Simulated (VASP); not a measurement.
# Si63N (a cell with a defect) in VASP: single point with PBEsol

Aim: the single point of Si63N (a cell with a defect) with PBEsol.

Program: VASP 6.6.1. These are calculated values, not measurements. Logs are shortened: lines on timing, memory, paths and dates and some standing lists are left out, and cuts for length are marked.

**1. The cell of the first run**

The cell holds a defect, 64 atoms: a = 10.866 Å, b = 10.866 Å, c = 10.866 Å, α = 90.00°, β = 90.00°, γ = 90.00°.

**2. Single point, PBEsol**

Input file INCAR:

```
SYSTEM = Si63N
ALGO = Normal
EDIFF = 1E-6
ENCUT = 520
GGA = PS
ISIF = 2
ISMEAR = -1
ISYM = 0
LASPH = .TRUE.
LCHARG = .FALSE.
LREAL = Auto
LWAVE = .FALSE.
NBANDS = 166
NELECT = 258.0
NELM = 100
PREC = Accurate
SIGMA = 0.05
```

Input file KPOINTS:

```
Automatic mesh
0
Gamma
  1 1 1
  0.25 0.25 0.25
```

Input file POSCAR:

```
Si63N
1.0
   10.8655790000      0.0000000000      0.0000000000
    0.0000000000     10.8655790000      0.0000000000
    0.0000000000      0.0000000000     10.8655790000
Si N
63 1
Direct
    0.9995390000      0.0001310000      0.9998720000
    0.9980560000      0.9986370000      0.4984910000
    0.9980610000      0.4987350000      0.9983710000
    0.0005140000      0.5006860000      0.5004480000
    0.4981480000      0.9986420000      0.9983700000
    0.5001000000      0.0011050000      0.5004500000
    0.5001020000      0.5006910000      0.0008580000
    0.1249180000      0.1254950000      0.1252030000
    0.1268530000      0.1274440000      0.6236400000
    0.1268210000      0.6239080000      0.1271590000
    0.1272260000      0.6259140000      0.6256500000
    0.6233290000      0.1273950000      0.1271430000
    0.6253230000      0.1278290000      0.6256380000
    0.6253030000      0.6258830000      0.1276040000
    0.6057480000      0.6063570000      0.6061670000
    0.2505360000      0.2511180000      0.9999380000
    0.2566070000      0.2572000000      0.5027760000
    0.2494840000      0.7500910000      0.0006720000
    0.2565990000      0.7446730000      0.4984860000
    0.7495060000      0.2500700000      0.0006610000
    0.7440990000      0.2571790000      0.4984680000
    0.7490020000      0.7495910000      0.9992230000
    0.7416920000      0.7422780000      0.4983390000
    0.3752600000      0.3758400000      0.1272080000
    0.3938900000      0.3945180000      0.6110840000
    0.3754930000      0.8725400000      0.1281840000
    0.3739940000      0.8754620000      0.6249510000
    0.8719750000      0.3760690000      0.1281620000
    0.8748670000      0.3745810000      0.6249420000
    0.8745400000      0.8751180000      0.1247840000
    0.8705080000      0.8710980000      0.6237480000
    0.2505090000      0.0002070000      0.2508350000
    0.2495060000      0.0009500000      0.7498240000
    0.2565640000      0.5030710000      0.2569100000
    0.2566610000      0.4987630000      0.7443570000
    0.7494950000      0.0009160000      0.2498330000
    0.7490160000      0.9994480000      0.7493500000
    0.7440520000      0.4987020000      0.2569710000
    0.7417370000      0.4986190000      0.7420780000
    0.3752580000      0.1274400000      0.3755710000
    0.3755130000      0.1284690000      0.8722690000
    0.3937460000      0.6114160000      0.3942180000
    0.3739940000      0.6252030000      0.8752170000
    0.8719950000      0.1284100000      0.3758170000
    0.8745570000      0.1250320000      0.8748510000
    0.8748620000      0.6251670000      0.3743260000
    0.8705280000      0.6240100000      0.8708790000
    0.9996280000      0.2510900000      0.2508270000
    0.0003610000      0.2501000000      0.7498200000
    0.0003340000      0.7500730000      0.2498420000
    0.9988470000      0.7496060000      0.7493560000
    0.5025000000      0.2571300000      0.2568870000
    0.4981740000      0.2572730000      0.7443350000
    0.4981300000      0.7446070000      0.2570040000
    0.4980380000      0.7423400000      0.7420940000
    0.1268400000      0.3758420000      0.3755680000
    0.1278760000      0.3760980000      0.8722780000
    0.1278340000      0.8725730000      0.3758230000
    0.1244430000      0.8751420000      0.8748570000
    0.6108700000      0.3943120000      0.3941480000
    0.6246110000      0.3745810000      0.8752130000
    0.6245870000      0.8754540000      0.3743290000
    0.6234250000      0.8711280000      0.8708840000
    0.5002750000      0.5009520000      0.5009320000
```

Potentials or basis: VASP PAW PBE potentials, release 64 (Si, N).

Run with:

```bash
> cat potpaw_PBE.64/Si/POTCAR potpaw_PBE.64/N/POTCAR > POTCAR
> mpirun -np 1 vasp_std > vasp.out
```

OUTCAR:

```text
SYSTEM = Si63N
   EDIFF = 1E-6
   ENCUT = 520
   GGA = PS
   ISIF = 2
   ISMEAR = -1
   ISYM = 0
   LASPH = .TRUE.
   LREAL = Auto
   NELECT = 258.0
   NELM = 100
   PREC = Accurate

 ion  position               nearest neighbor table
   1  1.000  0.000  1.000-  45 2.35  59 2.35  30 2.35   8 2.36
   2  0.998  0.999  0.498-  44 2.38  58 2.38  31 2.39   9 2.40
   3  0.998  0.499  0.998-  28 2.38  57 2.38  47 2.39  10 2.40
   4  0.001  0.501  0.500-  56 2.36  29 2.36  46 2.36  11 2.37
   5  0.498  0.999  0.998-  41 2.38  26 2.38  63 2.39  12 2.40
   6  0.500  0.001  0.500-  40 2.36  27 2.36  62 2.36  13 2.37
[... 56 lines left out ...]
  63  0.623  0.871  0.871-  37 2.36  22 2.36   5 2.39  55 2.40
  64  0.500  0.501  0.501-  15 1.98  25 2.03  42 2.03  60 2.03

IMPORTANT INFORMATION: All symmetrisations will be switched off!
NOSYMM: (Re-)initialisation of all symmetry stuff for point group C_1.

----------------------------------------------------------------------------------------

                                     Primitive cell

  volume of cell :    1282.7990

  direct lattice vectors                    reciprocal lattice vectors
    10.865579000  0.000000000  0.000000000     0.092033752  0.000000000  0.000000000
     0.000000000 10.865579000  0.000000000     0.000000000  0.092033752  0.000000000
     0.000000000  0.000000000 10.865579000     0.000000000  0.000000000  0.092033752

  length of vectors
    10.865579000 10.865579000 10.865579000     0.092033752  0.092033752  0.092033752

  position of ions in fractional coordinates (direct lattice)
     0.999539000  0.000131000  0.999872000
     0.998056000  0.998637000  0.498491000
     0.998061000  0.498735000  0.998371000
     0.000514000  0.500686000  0.500448000
     0.498148000  0.998642000  0.998370000
     0.500100000  0.001105000  0.500450000
[... 56 lines left out ...]
     0.623425000  0.871128000  0.870884000
     0.500275000  0.500952000  0.500932000

  ion indices of the primitive-cell ions
   primitive index   ion index
                 1           1
                 2           2
                 3           3
                 4           4
                 5           5
                 6           6
[... 56 lines left out ...]
                63          63
                64          64

----------------------------------------------------------------------------------------

 KPOINTS: Automatic mesh

Automatic generation of k-mesh.
 Grid dimensions read from file:
 generate k-points for:    1    1    1

 Generating k-lattice:

  Cartesian coordinates                     Fractional coordinates (reciprocal lattice)
     0.092033752  0.000000000  0.000000000     1.000000000  0.000000000  0.000000000
     0.000000000  0.092033752  0.000000000     0.000000000  1.000000000  0.000000000
     0.000000000  0.000000000  0.092033752     0.000000000  0.000000000  1.000000000

  Length of vectors
     0.092033752  0.092033752  0.092033752

  Shift w.r.t. Gamma in fractional coordinates (k-lattice)
     0.250000000  0.250000000  0.250000000

 Subroutine IBZKPT returns following result:
 ===========================================

 Found      4 irreducible k-points:

 Following reciprocal coordinates:
            Coordinates               Weight
  0.250000  0.250000  0.250000      2.000000
 -0.250000  0.250000  0.250000      2.000000
 -0.250000 -0.250000  0.250000      2.000000
  0.250000 -0.250000  0.250000      2.000000
   k-points           NKPTS =      4   k-points in BZ     NKDIM =      4   number of bands    NBANDS=    166
   number of dos      NEDOS =    301   number of ions     NIONS =     64
   total plane-waves  NPLWV = 592704
   dimension x,y,z NGX =    84 NGY =   84 NGZ =   84
   dimension x,y,z NGXF=   168 NGYF=  168 NGZF=  168
   ions per type =              63   1
   NGX,Y,Z   is equivalent  to a cutoff of  12.85, 12.85, 12.85 a.u.
   NGXF,Y,Z  is equivalent  to a cutoff of  25.70, 25.70, 25.70 a.u.
 SYSTEM =  Si63N
   PREC   = accura    normal or accurate (medium, high low for compatibility)
   ISTART =      0    job   : 0-new  1-cont  2-samecut
   ICHARG =      2    charge: 1-file 2-atom 10-const
   ISPIN  =      1    spin polarized calculation?
   LNONCOLLINEAR =      F non collinear calculations
   LSORBIT =      F    spin-orbit coupling
   LASPH  =      T    aspherical Exc in radial PAW
   ENCUT  =  520.0 eV  38.22 Ry    6.18 a.u.  20.20 20.20 20.20*2*pi/ulx,y,z
   NELM   =    100;   NELMIN=  2; NELMDL= -5     # of ELM steps
   EDIFF  = 0.1E-05   stopping-criterion for ELM
   LREAL  =      T    real-space projection
   EDIFFG = 0.1E-04   stopping-criterion for IOM
   NSW    =      0    number of steps for IOM
   IBRION =     -1    ionic relax: 0-MD 1-quasi-New 2-CG
   NFREE  =      0    steps in history (QN), initial steepest desc. (CG)
   ISIF   =      2    stress and relaxation
   ISYM   =      0    0-nonsym 1-usesym 2-fastsym
   POTIM  = 0.5000    time-step for ionic-motion
   TEBEG  =    0.0;   TEEND  =   0.0 temperature during run
   PSTRESS=    0.0 pullay stress
   NELECT =     258.0000    total number of electrons
   NUPDOWN=      -1.0000    fix difference up-down
   EMIN   =  10.00;   EMAX   =-10.00  energy-range for DOS
   EFERMI =   0.00;   METHOD = LEGACY
   ISMEAR =    -1;   SIGMA  =   0.05  broadening in eV -4-tet -1-fermi 0-gaus
   EFERMI_NEDOS =   21; number of points for ismear=-14 and -15
   IALGO  =     38    algorithm
   IMIX   =      4    mixing-type and parameters
     AMIX     =   0.40;   BMIX     =  1.00
     AMIX_MAG =   1.60;   BMIX_MAG =  1.00
  volume/ion in A,a.u.               =      20.04       135.26
  Fermi-wavevector in a.u.,A,eV,Ry     =   0.959169  1.812567 12.517434  0.920005
  Thomas-Fermi vector in A             =   2.088341
   LORBIT       =      0    0 simple, 1 ext, 2 COOP (PROOUT), +10 PAW based schemes
   GGA     = PS    functional components
   LHFCALC =     F    Hartree Fock is set to
   AEXX    =    0.0000 exact exchange contribution
   IVDW    =     0    specifies the selected vdW correction
   LEPSILON=     F    determine dielectric tensor
   LRPA    =     F    only Hartree local field effects (RPA)
 non-spin polarized calculation
  energy-cutoff  :      520.00
  volume of cell :     1282.80
 maximum number of plane-waves:     34484
 NGX is ok and might be reduce to    84
   NGX = 41   NGY = 41   NGZ = 41

 number of electron     257.9999988 magnetization

 Free energy of the ion-electron system (eV)
  ---------------------------------------------------
  ext. energy  EPLUGINS =         0.00000000
  ---------------------------------------------------
  free energy    TOTEN  =      -363.22937254 eV

  energy without entropy =     -363.21135710  energy(sigma->0) =     -363.22036482

 E-fermi :   6.2189     XC(G=0):  -9.5537

 val. band max:        6.0234764385   @ k =  -0.2500   0.2500   0.2500
 cond. band min:       6.4491392525   @ k =   0.2500   0.2500   0.2500
 fundamental gap:      0.4256628140
 Fermi energy:         6.2188837659

 k-point     1 :       0.2500    0.2500    0.2500
  band No.  band energies     occupation
      1     -10.3593      2.00000
      2      -5.9639      2.00000
      3      -5.4869      2.00000
      4      -5.4868      2.00000
      5      -5.3571      2.00000
      6      -4.9748      2.00000
[... 133 lines left out ...]
    140       7.5219      0.00000
    141       7.5219      0.00000

 k-point     2 :      -0.2500    0.2500    0.2500
  band No.  band energies     occupation
      1     -10.3593      2.00000
      2      -5.9653      2.00000
      3      -5.4874      2.00000
      4      -5.4692      2.00000
      5      -5.3743      2.00000
      6      -4.9726      2.00000
[... 133 lines left out ...]
    140       7.4958      0.00000
    141       7.5145      0.00000

 k-point     3 :      -0.2500   -0.2500    0.2500
  band No.  band energies     occupation
      1     -10.3593      2.00000
      2      -5.9653      2.00000
      3      -5.4875      2.00000
      4      -5.4692      2.00000
      5      -5.3742      2.00000
      6      -4.9726      2.00000
[... 133 lines left out ...]
    140       7.4951      0.00000
    141       7.5141      0.00000

 k-point     4 :       0.2500   -0.2500    0.2500
  band No.  band energies     occupation
      1     -10.3593      2.00000
      2      -5.9653      2.00000
      3      -5.4874      2.00000
      4      -5.4692      2.00000
      5      -5.3743      2.00000
      6      -4.9726      2.00000
[... 133 lines left out ...]
    140       7.4956      0.00000
    141       7.5144      0.00000
 [bands above 141 left out]

------------------------ aborting loop because EDIFF is reached ----------------------------------------

  FORCE on cell =-STRESS in cart. coord.  units (eV):
  Direction    XX          YY          ZZ          XY          YZ          ZX
  --------------------------------------------------------------------------------------
  -------------------------------------------------------------------------------------
  Total       -4.6312238     -4.6345211     -4.6411852     -1.5112048     -1.4640360     -1.4811709
  in kB       -5.7842590     -5.7883773     -5.7967005     -1.8874492     -1.8285369     -1.8499379
  external PRESSURE =      -5.7897789 kB  Pullay stress =       0.0000000 kB

 VOLUME and BASIS-vectors are now :
 -----------------------------------------------------------------------------
  energy-cutoff  :      520.00
  volume of cell :     1282.80
      direct lattice vectors                 reciprocal lattice vectors
    10.865579000  0.000000000  0.000000000     0.092033752  0.000000000  0.000000000
     0.000000000 10.865579000  0.000000000     0.000000000  0.092033752  0.000000000
     0.000000000  0.000000000 10.865579000     0.000000000  0.000000000  0.092033752

 POSITION                                       TOTAL-FORCE (eV/Angst)
 -----------------------------------------------------------------------------------
     10.86057      0.00142     10.86419         0.032589      0.036957      0.035374
     10.84446     10.85077      5.41639         0.095754      0.096186      0.165204
     10.84451      5.41904     10.84788         0.095639      0.164882      0.096031
      0.00558      5.44024      5.43766         0.031345      0.027919      0.026360
      5.41267     10.85082     10.84787         0.163363      0.096195      0.096204
      5.43388      0.01201      5.43768         0.024878      0.030420      0.025406
[... 56 lines left out ...]
      6.77387      9.46531      9.46266        -0.091093     -0.032911     -0.033063
      5.43578      5.44313      5.44292         0.029566      0.024893      0.011020
 -----------------------------------------------------------------------------------
    total drift:                                0.025299      0.020950      0.021576

  FREE ENERGIE OF THE ION-ELECTRON SYSTEM (eV)
  ---------------------------------------------------
  free  energy   TOTEN  =      -363.2293725442 eV

  energy  without entropy=     -363.2113570988  energy(sigma->0) =     -363.22036482
```

Wall time 34 min (1 thread of Intel Xeon Platinum 8488C (Sapphire Rapids), shared host); peak memory 1.4 GiB.

Results:

```yaml
Free_energy: -363.2294 eV
Largest_force: 0.366 eV/Å
```

Forces in eV/Å, atoms in the order of the input:
```
Si   0.033  0.037  0.035
Si   0.096  0.096  0.165
Si   0.096  0.165  0.096
Si   0.031  0.028  0.026
Si   0.163  0.096  0.096
Si   0.025  0.030  0.025
Si   0.026  0.026  0.031
Si  -0.008 -0.013 -0.009
Si  -0.046 -0.048 -0.048
Si  -0.046 -0.047 -0.047
Si  -0.062 -0.026 -0.026
Si  -0.046 -0.047 -0.047
Si  -0.027 -0.064 -0.027
Si  -0.027 -0.027 -0.064
Si   0.052  0.051  0.052
Si   0.011  0.012  0.064
Si   0.118  0.117  0.011
Si  -0.002  0.008  0.045
Si  -0.042  0.050  0.095
Si   0.006 -0.001  0.045
Si   0.049 -0.041  0.095
Si   0.004  0.003  0.027
Si   0.031  0.031  0.174
Si  -0.030 -0.030 -0.002
Si  -0.138 -0.136 -0.308
Si  -0.071 -0.043 -0.033
Si   0.002 -0.024 -0.009
Si  -0.042 -0.073 -0.032
Si  -0.023  0.009 -0.008
Si  -0.010 -0.015 -0.018
Si  -0.033 -0.032 -0.092
Si   0.012  0.063  0.013
Si  -0.001  0.044  0.008
Si   0.117  0.010  0.117
Si  -0.041  0.094  0.050
Si   0.007  0.044 -0.001
Si   0.003  0.026  0.003
Si   0.049  0.095 -0.041
Si   0.031  0.172  0.031
Si  -0.031 -0.002 -0.030
Si  -0.072 -0.033 -0.043
Si  -0.131 -0.314 -0.132
Si   0.003 -0.008 -0.025
Si  -0.042 -0.032 -0.073
Si  -0.010 -0.020 -0.013
Si  -0.024 -0.008  0.008
Si  -0.032 -0.092 -0.032
Si   0.062  0.011  0.012
Si   0.047  0.000  0.006
Si   0.048  0.009 -0.003
Si   0.027  0.004  0.004
Si   0.009  0.116  0.117
Si   0.092 -0.041  0.049
Si   0.093  0.050 -0.041
Si   0.169  0.031  0.031
Si  -0.001 -0.030 -0.030
Si  -0.033 -0.072 -0.042
Si  -0.033 -0.043 -0.072
Si  -0.015 -0.016 -0.013
Si  -0.318 -0.129 -0.129
Si  -0.005  0.009 -0.026
Si  -0.009 -0.023  0.004
Si  -0.091 -0.033 -0.033
N    0.030  0.025  0.011
```

Levels at points of the mesh, in eV from the Fermi level:
```csv
k point,band 125,band 126,band 127,band 128,band 129,band 130,band 131,band 132,band 133,band 134
"(0.25, 0.25, 0.25)",-1.36,-1.24,-0.83,-0.83,-0.24,0.23,0.23,0.43,0.69,0.69
```

Caveat: the k points lie up to 0.58 Å⁻¹ apart; the cell carries a net charge on a neutralising background, which shifts energy and pressure; the cell is charged against a uniform background, so pressure and absolute levels hang on convention; the PAW data sets were made with another functional, which shifts forces and pressure a little.
